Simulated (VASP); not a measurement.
Write the native input for VASP 6.6.1 that does the following.

* Task: single point
* Functional: PBE
* Potentials or basis: VASP PAW PBE potentials, release 64 (Zn, Se)
* Cutoff: 520 eV
* k mesh: 8 × 8 × 8
* Occupations: fermi-dirac, width 0.02 eV
* Spin: no spin polarisation
* Dipole correction: no
* Further INCAR settings: ALGO = Normal; EDIFF = 1e-06; NBANDS = 16

The structure of ZnSe lies in POSCAR:

```
ZnSe
1.0
    0.0000000000      2.8324246719      2.8324246719
    2.8978536818      0.0000000000      2.8324246719
    2.8978536818      2.8324246719      0.0000000000
Zn Se
1 1
Direct
    0.0000000000      0.0000000000      0.0000000000
    0.2500000000      0.2500000000      0.2500000000
```

This cell differs from its parent crystal: uniaxial x strain +2.3%.

One way to write it, as run:

INCAR

```
SYSTEM = ZnSe
PREC = Accurate
ENCUT = 520
EDIFF = 1E-6
ISMEAR = -1
SIGMA = 0.02
LREAL = .False.
LASPH = .True.
NELM = 80
ALGO = Normal
ISIF = 2
LWAVE = .False.
LCHARG = .True.
GGA = PE
LELF = .True.
LVHAR = .True.
NBANDS = 16
```

KPOINTS

```
regular mesh
0
Gamma
  8 8 8
  0 0 0
```

Potentials or basis: VASP PAW PBE potentials, release 64 (Zn, Se).

The run is started by

```bash
$ cat potpaw_PBE.64/Zn/POTCAR potpaw_PBE.64/Se/POTCAR > POTCAR
$ mpirun -np 1 vasp_std > vasp.out
```

Results of the run:

```yaml
Pressure: 1.0 GPa
Band_gap_on_the_k_mesh: 1.17 eV
```

Caveat: the cell differs from its parent crystal (uniaxial x strain +2.3%).

Wall time 76 s on 1 thread of Intel Xeon 8259CL (shared host), peak memory 0.2 GiB.
